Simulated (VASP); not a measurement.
# Ag12Cl in VASP: a series of runs, part 2 of 2

VASP 6.6.1. Earlier steps stand in the parts before.

### Step 3. Single point, PBE+D3(BJ)

INCAR reads:

```
PREC     = Accurate       # precision mode
ENCUT    = 520            # plane-wave cutoff, eV
EDIFF    = 1E-6           # SCF threshold, eV
ISMEAR   = -1             # smearing method
SIGMA    = 0.15           # smearing width, eV
LREAL    = F              # projectors in reciprocal space
LASPH    = T              # aspherical terms in the spheres
NELM     = 80             # most SCF steps
ALGO     = Normal         # electronic algorithm
ISIF     = 2              # what is computed and relaxed
LWAVE    = F              # write WAVECAR
LCHARG   = F              # write CHGCAR
GGA      = PE             # functional
IVDW     = 12             # dispersion correction
NBANDS   = 82             # bands
```

KPOINTS reads:

```
Automatic mesh
0
Gamma
  3 3 1
```

POSCAR reads:

```
Ag12Cl
1.0
    5.7841330000      0.0000000000      0.0000000000
    2.8920670000      5.0092070000      0.0000000000
    0.0000000000      0.0000000000     17.7227250000
Ag Cl
12 1
Direct
    0.1666576930      0.1666730882      0.0564247315
    0.6666634847      0.1666730882      0.0564247315
    0.1666695393      0.6666723895      0.0564247315
    0.6666580424      0.6666723895      0.0564247315
   -0.1492591923      0.2949568664      0.1922390603
    0.4021189462      0.2939387412      0.1897281597
   -0.0364574687      0.7754920090      0.2027284179
    0.4099956451      0.7764103180      0.1840687592
    0.0828377881     -0.0029545595      0.3163226874
    0.5831608896      0.0218597475      0.3164355369
    0.1085271106      0.4616299546      0.3354393864
    0.5805480187      0.5169081653      0.3285894240
    0.9140954557      0.2535730705      0.4506869006
```

Potentials or basis: VASP PAW PBE potentials, release 64 (Ag, Cl).

Launch:

```
$ cat potpaw_PBE.64/Ag/POTCAR potpaw_PBE.64/Cl/POTCAR > POTCAR
$ mpirun -np 1 vasp_std > vasp.out
```

OUTCAR:

```text
PREC = Accurate
   ENCUT = 520
   EDIFF = 1E-6
   ISMEAR = -1
   LREAL = F
   LASPH = T
   NELM = 80
   ISIF = 2
   GGA = PE
   IVDW = 12
 IVDW          = 12

 ion  position               nearest neighbor table
   1  0.167  0.167  0.056-   5 2.89   2 2.89   3 2.89   4 2.89   4 2.89   3 2.89   2 2.89   6 3.00
                             8 3.00
   2  0.667  0.167  0.056-   6 2.71   5 2.88   1 2.89   3 2.89   4 2.89   3 2.89   4 2.89   1 2.89
                             7 3.30
[... 649 lines left out ...]

 VOLUME and BASIS-vectors are now :
 -----------------------------------------------------------------------------
  energy-cutoff  :      520.00
  volume of cell :      513.50
      direct lattice vectors                 reciprocal lattice vectors
     5.784133000  0.000000000  0.000000000     0.172886758 -0.099816216  0.000000000
     2.892067000  5.009207000  0.000000000     0.000000000  0.199632397  0.000000000
     0.000000000  0.000000000 17.722725000     0.000000000  0.000000000  0.056424732

 POSITION                                       TOTAL-FORCE (eV/Angst)
 -----------------------------------------------------------------------------------
      1.44600      0.83490      1.00000         0.073276      0.006575      0.157655
      4.33810      0.83490      1.00000         0.149274     -0.261690     -0.251991
      2.89210      3.33950      1.00000        -0.068220     -0.070517     -0.161590
      5.78410      3.33950      1.00000         0.564181     -0.177346     -0.485004
      5.77383      1.47750      3.40700         1.647240      0.185850     -0.449857
      3.17600      1.47240      3.36250        -1.289413     -0.363547     -0.128394
      7.81603      3.88460      3.59290        -1.908664     -0.142021     -0.405504
      4.61690      3.88920      3.26220         0.674364      1.131331      0.766817
      3.36267      4.99441      5.60610         0.422624     -0.247332      1.062607
      3.43630      0.10950      5.60810        -0.019027     -0.996319      0.408586
      1.96280      2.31240      5.94490        -0.339114      0.713131      0.055933
      4.85290      2.58930      5.82350         0.038856      0.059837      0.226421
      6.02060      1.27020      7.98740         0.054624      0.162048     -0.795677
 -----------------------------------------------------------------------------------
    total drift:                               -0.000279      0.000192     -0.002945

  FREE ENERGIE OF THE ION-ELECTRON SYSTEM (eV)
  ---------------------------------------------------
  free  energy   TOTEN  =       -36.9905851679 eV

  energy  without entropy=      -36.6001624762  energy(sigma->0) =      -36.79537382
```

Wall time 20 min (1 thread of Oxide Virtual Turin-like, shared host); peak memory 0.67 GiB.

What came out:

| Property | Result |
| --- | --- |
| Free energy | -36.9906 eV |
| Largest force | 1.956 eV/Å |
| Band gap on the k mesh | zero (an odd number of electrons rules out a gap without spin polarisation) |
| Dispersion energy per atom | -0.394 eV |

Forces on the atoms (eV/Å):
```
Ag   0.073  0.007  0.158
Ag   0.149 -0.262 -0.252
Ag  -0.068 -0.071 -0.162
Ag   0.564 -0.177 -0.485
Ag   1.647  0.186 -0.450
Ag  -1.289 -0.364 -0.128
Ag  -1.909 -0.142 -0.406
Ag   0.674  1.131  0.767
Ag   0.423 -0.247  1.063
Ag  -0.019 -0.996  0.409
Ag  -0.339  0.713  0.056
Ag   0.039  0.060  0.226
Cl   0.055  0.162 -0.796
```

Caveat: the k points lie up to 0.42 Å⁻¹ apart, too coarse for converged energies and pressures of a metal; the atoms stand as in a frame of molecular dynamics; an odd number of electrons without spin polarisation forces a metal; a magnetic or distorted state may lie lower.

### Step 4. Single point, PBE+D3(BJ)

INCAR reads:

```
SYSTEM = Ag12Cl
ALGO = Normal
EDIFF = 1E-6
ENCUT = 520
GGA = PE
ISIF = 2
ISMEAR = -1
IVDW = 12
LASPH = .TRUE.
LCHARG = .FALSE.
LREAL = .FALSE.
LWAVE = .FALSE.
NBANDS = 82
NELM = 100
PREC = Accurate
SIGMA = 0.15
```

KPOINTS reads:

```
k-points
0
G
  3 3 1
  0 0 0
```

POSCAR reads:

```
Ag12Cl
1.0
    5.7841330000      0.0000000000      0.0000000000
    2.8920670000      5.0092070000      0.0000000000
    0.0000000000      0.0000000000     17.7227250000
Ag Cl
12 1
Direct
    0.1666576930      0.1666730882      0.0564247315
    0.6666634847      0.1666730882      0.0564247315
    0.1666695393      0.6666723895      0.0564247315
    0.6666580424      0.6666723895      0.0564247315
   -0.0286167115      0.3701583903      0.1940954340
    0.4493490497      0.3835337609      0.1940390092
   -0.0782611347      0.9165322974      0.1944339824
    0.4301552554      0.8455629803      0.2053352405
    0.1437621830      0.0174478715      0.3417194591
    0.6118011893      0.0049309202      0.3819390077
    0.1417183123      0.5363922872      0.3295373595
    0.7116504064      0.4817728634      0.3368105074
    1.3396338870      0.2887482989      0.4687033174
```

Launch:

```
$ cat potpaw_PBE.64/Ag/POTCAR potpaw_PBE.64/Cl/POTCAR > POTCAR
$ mpirun -np 1 vasp_std > vasp.out
```

Wall time 22 min (1 thread of Oxide Virtual Turin-like, shared host); peak memory 0.67 GiB.

It converged, with:

```
Free energy                : -36.5290 eV
Largest force              : 2.566 eV/Å
Band gap on the k mesh     : zero (an odd number of electrons rules out a gap without spin polarisation)
Dispersion energy per atom : -0.376 eV
```

Forces in eV/Å, atoms in the order of the input:
```
Ag   0.174 -0.232 -0.134
Ag   0.024 -0.109 -0.197
Ag   0.008 -0.082  0.027
Ag   0.050  0.007  0.215
Ag  -0.094  0.513  0.388
Ag  -0.484 -0.342  0.287
Ag  -0.361 -0.671  0.613
Ag   0.939  0.687  0.117
Ag   0.014 -0.714 -0.286
Ag   1.270 -1.415 -1.723
Ag   0.441  0.205 -0.077
Ag  -1.366  0.890 -0.331
Cl  -0.616  1.264  1.102
```

Levels at points of the mesh, in eV from the Fermi level:
| k point | band 68 | band 69 | band 70 | band 71 | band 72 | band 73 |
| --- | --- | --- | --- | --- | --- | --- |
| (0.00, 0.00, 0.00) | 0.31 | 0.53 | 0.61 | 0.87 | 1.13 | 1.21 |

Caveat: the k points lie up to 0.42 Å⁻¹ apart, too coarse for converged energies and pressures of a metal; the atoms stand as in a frame of molecular dynamics; an odd number of electrons without spin polarisation forces a metal; a magnetic or distorted state may lie lower.

### Step 5. The runs side by side

| cell | gap on the mesh (eV) | largest force (eV/Å) |
| --- | --- | --- |
| as given, atomic positions A | none | 3.12 |
| as given, atomic positions B | none | 1.96 |
| as given, atomic positions C | none | 2.57 |

Alike in all rows: task single point; level PBE+D3(BJ); potentials or basis VASP PAW PBE potentials, release 64 (Ag, Cl); no spin polarisation; k mesh 3 × 3 × 1; cutoff (eV) 520; smearing fermi-dirac 0.15 eV.

Caveats: all runs use coarse meshes; the atoms stand as in a frame of molecular dynamics; an odd number of electrons without spin polarisation forces a metal; a magnetic or distorted state may lie lower.

Absolute energies hang on the potentials; compare differences alone.
